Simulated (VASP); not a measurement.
Here is a VASP 6.6.1 calculation.

File INCAR:

```
  PREC = Accurate
  ENCUT = 520
  EDIFF = 1E-6
  ISMEAR = -1
  SIGMA = 0.05
  LREAL = False
  LASPH = True
  NELM = 80
  ALGO = Normal
  ISIF = 2
  LWAVE = False
  LCHARG = False
  GGA = PS
  NBANDS = 34
```

KPOINTS

```
Automatic mesh
0
Gamma
  9 9 3
```

The input POSCAR:

```
Tc
1.0
    2.7393552909      0.0000000000      0.0000000000
   -1.3696776454      2.3723512719      0.0000000000
    0.0000000000      0.0000000000      8.8573812844
Tc
4
Direct
    0.6666666667      0.3333333333      0.7500000000
    0.0000000000      0.0000000000      0.5000000000
    0.3333333333      0.6666666667      0.2500000000
    0.0000000000      0.0000000000      0.0000000000
```

Potentials or basis: VASP PAW PBE potentials, release 64 (Tc_pv).

The run is started by

```bash
$ cat potpaw_PBE.64/Tc_pv/POTCAR > POTCAR
$ mpirun -np 1 vasp_std > vasp.out
```

(1) Predict the pressure.

(2) Predict the band gap on the k mesh.

## Answers

(1) -8.8 GPa.

(2) zero (bands 26 and 27 overlap by 2.74 eV).

Caveat: the stress differs along the axes, from -13 to -7 GPa; the PAW data sets were made with another functional, which shifts forces and pressure a little.
